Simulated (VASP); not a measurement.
The system is CaSe.

```
CELL_PARAMETERS angstrom
3.65124 0.00000 0.00000
0.00000 3.65124 0.00000
0.00000 0.00000 3.65124
ATOMIC_POSITIONS crystal
Ca 0.00000 0.00000 0.00000
Se 0.50000 0.50000 0.50000
```

```yaml
Program: VASP 6.6.1
Task: relaxation of cell and atoms
Functional: LDA
Potentials_or_basis: VASP PAW LDA potentials, release 64 (Ca_sv, Se)
Cutoff: 600 eV
k_mesh: 6 × 6 × 6
Occupations: fermi-dirac, width 0.02 eV
Spin: no spin polarisation
```

At the start: pressure -4.2 GPa; volume 24.34 Å³/atom.

Where does the relaxation end?

Over 3 steps the energy falls by 26.8 meV/atom and the volume is 22.43 Å³/atom (-7.9 %); space group Pm-3m (No. 221, to 0.1 Å) before and after.

Step by step:
| step | energy change (eV) | largest force (eV/Å) | pressure (GPa) | volume (Å³) |
| --- | --- | --- | --- | --- |
| 1 | 0.0000 | 0.0000 | -4.19 | 48.68 |
| 2 | -0.0523 | 0.0000 | 0.75 | 44.33 |
| 3 | -0.0535 | 0.0000 | 0.01 | 44.85 |

Final structure:
```xyz
2
Lattice="3.5531 0.0000 0.0000 0.0000 3.5531 0.0000 0.0000 0.0000 3.5531" Properties=species:S:1:pos:R:3 pbc="T T T"
Ca    0.0000    0.0000    0.0000
Se    1.7765    1.7765    1.7765
```
